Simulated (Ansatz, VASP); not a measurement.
C: VASP beside Ansatz

```
CELL_PARAMETERS angstrom
0.00000 -1.78012 -1.78012
-1.78012 0.00000 -1.78012
1.78012 1.78012 -3.56023
ATOMIC_POSITIONS crystal
C 0.74325 0.76242 0.74514
C 0.25675 0.23758 0.25486
C 0.36500 0.38417 0.87986
C 0.88500 0.86583 0.37014
```

Change from the starting cell: mode 4 frozen in at -0.025 Å and mode 9 at -0.020 Å (largest displacements).

Alike in both runs: task single point; functional r2SCAN; k mesh 12 × 12 × 10; occupations gaussian, width 0.05 eV; no spin polarisation.

|  | VASP | Ansatz |
| --- | --- | --- |
| version | VASP 6.6.1 | Ansatz 0.2.0 |
| potentials or method | VASP PAW PBE potentials, release 64 (C), cutoff 520 eV | scalar-relativistic, plane waves, PAW |
| valence electrons in the cell | 16 | 16 |

```csv
,VASP,Ansatz,Ansatz less VASP
gap on the k mesh at the Fermi level (eV),4.32,4.35,+0.029
least direct gap on the mesh (eV),5.79,5.84,+0.044
pressure (GPa),1.3,0.2,-1.16
"traceless stress, the component that is largest in VASP (GPa)",0.27,0.27,-0.001
rms of the force components (eV/Å),0.859,0.861,+0.0026
```

VASP's potentials were made for PBE, not for r2SCAN. Atom by atom the forces differ by 0.003 eV/Å (rms over components). With one functional, cell and mesh, what is left measures potentials, basis and numerics.
